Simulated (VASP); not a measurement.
Input of a VASP 6.6.1 run:

File INCAR:

```
SYSTEM = AlO5
PREC = Accurate
ENCUT = 600
EDIFF = 1E-7
ISMEAR = 0
SIGMA = 0.2
LREAL = .FALSE.
LASPH = .TRUE.
NELM = 120
ALGO = Normal
ISIF = 3
LWAVE = .FALSE.
LCHARG = .FALSE.
GGA = PE
IBRION = 2
NSW = 36
EDIFFG = -0.08
GGA_COMPAT = .FALSE.
NELMIN = 4
```

KPOINTS

```
regular mesh
0
G
  5 5 3
  0 0 0
```

File POSCAR:

```
AlO5
1.0
    3.6835281600      0.0000000000      0.0000000000
   -1.8417640800      3.1900289600      0.0000000000
    0.0000000000      0.0000000000      5.2727187400
Al O
1 5
Direct
    0.0000000000      0.0000000000      0.0000000000
    0.5000000000      0.0000000000      0.5000000000
    0.0000000000      0.5000000000      0.5000000000
    0.5000000000      0.5000000000      0.5000000000
    0.0000000000      0.0000000000      0.3667643000
    0.0000000000      0.0000000000      0.6332357000
```

Potentials or basis: VASP PAW PBE potentials, release 64 (Al, O).

Run with:

```sh
$ cat potpaw_PBE.64/Al/POTCAR potpaw_PBE.64/O/POTCAR > POTCAR
$ mpirun -np 1 vasp_std > vasp.out
```

**Question.** Estimate the space group after relaxing (to 0.1 Å).

**Answer.** P6/mmm (No. 191).

**Question.** What does it give for the relaxed volume?

**Answer.** 13.21 Å³/atom.

Forces on the atoms (eV/Å):
```
Al   0.000  0.000  0.000
O    0.000  0.000  0.000
O    0.000  0.000  0.000
O    0.000  0.000  0.000
O    0.000  0.000 -0.039
O    0.000  0.000  0.039
```

Caveat: the k points lie up to 0.40 Å⁻¹ apart in the final cell, too coarse for converged energies and pressures of a metal; the volume moved by over 15 % at a fixed basis, so the end points are rough; an odd number of electrons without spin polarisation forces a metal; a magnetic or distorted state may lie lower; the relaxation stopped at a loose force limit of 0.08 eV/Å, so its end isn't a converged minimum.
